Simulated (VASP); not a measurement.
# Re (Pm-3m) in VASP: further runs, part 2 of 2

VASP 6.6.1. Earlier steps stand in the parts before.

### Step 3. Single point, r2SCAN

This run uses another cell than the first one, of 16.99 Å³/atom, 1.099 times its volume.

Input file POSCAR:

```
Re
1.0
    2.5707977786      0.0000000000      0.0000000000
    0.0000000000      2.5707977786      0.0000000000
    0.0000000000      0.0000000000      2.5707977786
Re
1
Direct
    0.0000000000      0.0000000000      0.0000000000
```

Input file INCAR.step1:

```
PREC = Accurate
ENCUT = 520
ISMEAR = -1
SIGMA = 0.05
LREAL = F
LASPH = T
NELM = 80
NBANDS = 10
GGA = PE
ALGO = Normal
EDIFF = 1E-4
LWAVE = T
LCHARG = F
```

Input file INCAR.step2:

```
PREC = Accurate
ENCUT = 520
EDIFF = 1E-7
ISMEAR = -1
SIGMA = 0.05
LREAL = F
LASPH = T
NELM = 80
ALGO = Normal
ISIF = 2
LWAVE = F
LCHARG = T
METAGGA = R2SCAN
LMIXTAU = T
LELF = T
LVHAR = T
NBANDS = 10
ISTART = 1
```

Input file KPOINTS:

```
Automatic mesh
0
Gamma
  7 7 7
```

Potentials or basis: VASP PAW PBE potentials, release 64 (Re).

On the command line:

```bash
$ cat potpaw_PBE.64/Re/POTCAR > POTCAR
$ cp INCAR.step1 INCAR
$ mpirun -np 1 vasp_std > vasp.out
$ cp INCAR.step2 INCAR
$ mpirun -np 1 vasp_std > vasp.out
```

OUTCAR:

```text
PREC = Accurate
   ENCUT = 520
   EDIFF = 1E-7
   ISMEAR = -1
   LREAL = F
   LASPH = T
   NELM = 80
   ISIF = 2
   METAGGA = R2SCAN
   ISTART = 1

 ion  position               nearest neighbor table
   1  0.000  0.000  0.000-

  LATTYP: Found a simple cubic cell.
 ALAT       =     2.5707977786

  Lattice vectors:

 A1 = (   2.5707977786,   0.0000000000,   0.0000000000)
 A2 = (   0.0000000000,   2.5707977786,   0.0000000000)
 A3 = (   0.0000000000,   0.0000000000,   2.5707977786)

Analysis of symmetry for initial positions (statically):
=====================================================================
 Subroutine PRICEL returns:
 Original cell was already a primitive cell.

 Routine SETGRP: Setting up the symmetry group for a
 simple cubic supercell.

 Subroutine GETGRP returns: Found 48 space group operations
 (whereof 48 operations were pure point group operations)
 out of a pool of 48 trial point group operations.

The static configuration has the point symmetry O_h .

Analysis of symmetry for dynamics (positions and initial velocities):
=====================================================================
 Subroutine PRICEL returns:
 Original cell was already a primitive cell.

 Routine SETGRP: Setting up the symmetry group for a
 simple cubic supercell.

 Subroutine GETGRP returns: Found 48 space group operations
 (whereof 48 operations were pure point group operations)
 out of a pool of 48 trial point group operations.

The dynamic configuration has the point symmetry O_h .

 Subroutine INISYM returns: Found 48 space group operations
 (whereof 48 operations are pure point group operations),
 and found     1 'primitive' translations

----------------------------------------------------------------------------------------

                                     Primitive cell

  volume of cell :      16.9904

  direct lattice vectors                    reciprocal lattice vectors
     2.570797779  0.000000000  0.000000000     0.388984310  0.000000000  0.000000000
     0.000000000  2.570797779  0.000000000     0.000000000  0.388984310  0.000000000
     0.000000000  0.000000000  2.570797779     0.000000000  0.000000000  0.388984310

  length of vectors
     2.570797779  2.570797779  2.570797779     0.388984310  0.388984310  0.388984310

  position of ions in fractional coordinates (direct lattice)
     0.000000000  0.000000000  0.000000000

  ion indices of the primitive-cell ions
   primitive index   ion index
                 1           1

----------------------------------------------------------------------------------------

 KPOINTS: Automatic mesh

Automatic generation of k-mesh.
 Grid dimensions read from file:
 generate k-points for:    7    7    7

 Generating k-lattice:

  Cartesian coordinates                     Fractional coordinates (reciprocal lattice)
     0.055569187  0.000000000  0.000000000     0.142857143  0.000000000  0.000000000
     0.000000000  0.055569187  0.000000000     0.000000000  0.142857143  0.000000000
     0.000000000  0.000000000  0.055569187     0.000000000  0.000000000  0.142857143

  Length of vectors
     0.055569187  0.055569187  0.055569187

  Shift w.r.t. Gamma in fractional coordinates (k-lattice)
     0.000000000  0.000000000  0.000000000

 Subroutine IBZKPT returns following result:
 ===========================================

 Found     20 irreducible k-points:

 Following reciprocal coordinates:
            Coordinates               Weight
  0.000000  0.000000  0.000000      1.000000
  0.142857  0.000000  0.000000      6.000000
  0.285714  0.000000  0.000000      6.000000
  0.428571  0.000000  0.000000      6.000000
  0.142857  0.142857  0.000000     12.000000
  0.285714  0.142857  0.000000     24.000000
[... 12 lines left out ...]
  0.428571  0.428571  0.285714     24.000000
  0.428571  0.428571  0.428571      8.000000
   k-points           NKPTS =     20   k-points in BZ     NKDIM =     20   number of bands    NBANDS=     10
   number of dos      NEDOS =    301   number of ions     NIONS =      1
   total plane-waves  NPLWV =   8000
   dimension x,y,z NGX =    20 NGY =   20 NGZ =   20
   dimension x,y,z NGXF=    40 NGYF=   40 NGZF=   40
   ions per type =               1
   NGX,Y,Z   is equivalent  to a cutoff of  12.93, 12.93, 12.93 a.u.
   NGXF,Y,Z  is equivalent  to a cutoff of  25.87, 25.87, 25.87 a.u.
 SYSTEM =  unknown system
   PREC   = accura    normal or accurate (medium, high low for compatibility)
   ISTART =      1    job   : 0-new  1-cont  2-samecut
   ICHARG =      0    charge: 1-file 2-atom 10-const
   ISPIN  =      1    spin polarized calculation?
   LNONCOLLINEAR =      F non collinear calculations
   LSORBIT =      F    spin-orbit coupling
   LASPH  =      T    aspherical Exc in radial PAW
   ENCUT  =  520.0 eV  38.22 Ry    6.18 a.u.   4.78  4.78  4.78*2*pi/ulx,y,z
   NELM   =     80;   NELMIN=  2; NELMDL=  0     # of ELM steps
   EDIFF  = 0.1E-06   stopping-criterion for ELM
   LREAL  =      F    real-space projection
   EDIFFG = 0.1E-05   stopping-criterion for IOM
   NSW    =      0    number of steps for IOM
   IBRION =     -1    ionic relax: 0-MD 1-quasi-New 2-CG
   NFREE  =      0    steps in history (QN), initial steepest desc. (CG)
   ISIF   =      2    stress and relaxation
   ISYM   =      2    0-nonsym 1-usesym 2-fastsym
   POTIM  = 0.5000    time-step for ionic-motion
   TEBEG  =    0.0;   TEEND  =   0.0 temperature during run
   PSTRESS=    0.0 pullay stress
   NELECT =       7.0000    total number of electrons
   NUPDOWN=      -1.0000    fix difference up-down
   EMIN   =  10.00;   EMAX   =-10.00  energy-range for DOS
   EFERMI =   0.00;   METHOD = LEGACY
   ISMEAR =    -1;   SIGMA  =   0.05  broadening in eV -4-tet -1-fermi 0-gaus
   EFERMI_NEDOS =   21; number of points for ismear=-14 and -15
   IALGO  =     38    algorithm
   IMIX   =      4    mixing-type and parameters
     AMIX     =   0.40;   BMIX     =  1.00
     AMIX_MAG =   1.60;   BMIX_MAG =  1.00
  volume/ion in A,a.u.               =      16.99       114.66
  Fermi-wavevector in a.u.,A,eV,Ry     =   1.218165  2.301999 20.190052  1.483927
  Thomas-Fermi vector in A             =   2.353461
   LORBIT       =      0    0 simple, 1 ext, 2 COOP (PROOUT), +10 PAW based schemes
   METAGGA = R2SCAN    functional components
   LHFCALC =     F    Hartree Fock is set to
   AEXX    =    0.0000 exact exchange contribution
   IVDW    =     0    specifies the selected vdW correction
   LEPSILON=     F    determine dielectric tensor
   LRPA    =     F    only Hartree local field effects (RPA)
 non-spin polarized calculation
  energy-cutoff  :      520.00
  volume of cell :       16.99
 maximum number of plane-waves:       464
 NGX is ok and might be reduce to    20
   NGX =  9   NGY =  9   NGZ =  9

 number of electron       7.0000001 magnetization

 Free energy of the ion-electron system (eV)
  ---------------------------------------------------
  ext. energy  EPLUGINS =         0.00000000
  ---------------------------------------------------
  free energy    TOTEN  =       -51.00033760 eV

  energy without entropy =      -50.98641600  energy(sigma->0) =      -50.99337680

 E-fermi :   6.7153     XC(G=0): -13.8305

 val. band max:        6.7105155832   @ k =   0.4286   0.0000   0.0000
 cond. band min:       6.7420098596   @ k =   0.2857   0.1429   0.1429
 fundamental gap:      0.0314942764
 Fermi energy:         6.7152780900

 k-point     1 :       0.0000    0.0000    0.0000
  band No.  band energies     occupation
      1      -3.0385      2.00000
      2       0.8285      2.00000
      3       0.8285      2.00000
      4      10.3159      0.00000
      5      10.3159      0.00000
      6      10.3159      0.00000
      7      22.8928      0.00000
      8      22.8928      0.00000
      9      22.8928      0.00000
     10      29.4331      0.00000

 k-point     2 :       0.1429    0.0000    0.0000
  band No.  band energies     occupation
      1      -2.3754      2.00000
      2       0.9974      2.00000
      3       1.5818      2.00000
      4       9.3995      0.00000
      5       9.3995      0.00000
      6      10.3863      0.00000
      7      19.9299      0.00000
      8      24.2374      0.00000
      9      24.2374      0.00000
     10      28.4643      0.00000
[... 222 lines left out ...]
 k-point    20 :       0.4286    0.4286    0.4286
  band No.  band energies     occupation
      1       1.6570      2.00000
      2       1.9771      2.00000
      3       1.9771      2.00000
      4      11.5500      0.00000
      5      11.5500      0.00000
      6      16.0161      0.00000
      7      16.4901      0.00000
      8      20.1795      0.00000
      9      20.1795      0.00000
     10      29.2256      0.00000

------------------------ aborting loop because EDIFF is reached ----------------------------------------

  FORCE on cell =-STRESS in cart. coord.  units (eV):
  Direction    XX          YY          ZZ          XY          YZ          ZX
  --------------------------------------------------------------------------------------
  -------------------------------------------------------------------------------------
  Total       -0.0958942     -0.0958942     -0.0958942      0.0000000      0.0000000     -0.0000000
  in kB       -9.0427249     -9.0427249     -9.0427249      0.0000000      0.0000000     -0.0000000
  external PRESSURE =      -9.0427249 kB  Pullay stress =       0.0000000 kB

 VOLUME and BASIS-vectors are now :
 -----------------------------------------------------------------------------
  energy-cutoff  :      520.00
  volume of cell :       16.99
      direct lattice vectors                 reciprocal lattice vectors
     2.570797779  0.000000000  0.000000000     0.388984310  0.000000000  0.000000000
     0.000000000  2.570797779  0.000000000     0.000000000  0.388984310  0.000000000
     0.000000000  0.000000000  2.570797779     0.000000000  0.000000000  0.388984310

 POSITION                                       TOTAL-FORCE (eV/Angst)
 -----------------------------------------------------------------------------------
      0.00000      0.00000      0.00000         0.000000      0.000000      0.000000
 -----------------------------------------------------------------------------------
    total drift:                               -0.000000     -0.000000     -0.000000

  FREE ENERGIE OF THE ION-ELECTRON SYSTEM (eV)
  ---------------------------------------------------
  free  energy   TOTEN  =       -51.0003376002 eV

  energy  without entropy=      -50.9864159978  energy(sigma->0) =      -50.99337680
```

It took 9.9 s on 1 thread of AMD EPYC 9R45 (Zen 5), shared host; peak memory 0.1 GiB.

What came out:

| Quantity | Value |
| --- | --- |
| Free energy | -51.0003 eV |
| Pressure | -0.9 GPa |

Levels at points of the mesh, in eV from the Fermi level:
| k point | band 1 | band 2 | band 3 | band 4 | band 5 | band 6 | band 7 |
| --- | --- | --- | --- | --- | --- | --- | --- |
| (0.00, 0.00, 0.00) | -9.75 | -5.89 | -5.89 | 3.60 | 3.60 | 3.60 | 16.18 |

Caveat: the PAW data sets were made with another functional, which shifts forces and pressure a little; spin-orbit coupling is left out, which moves the levels of the heavy elements.
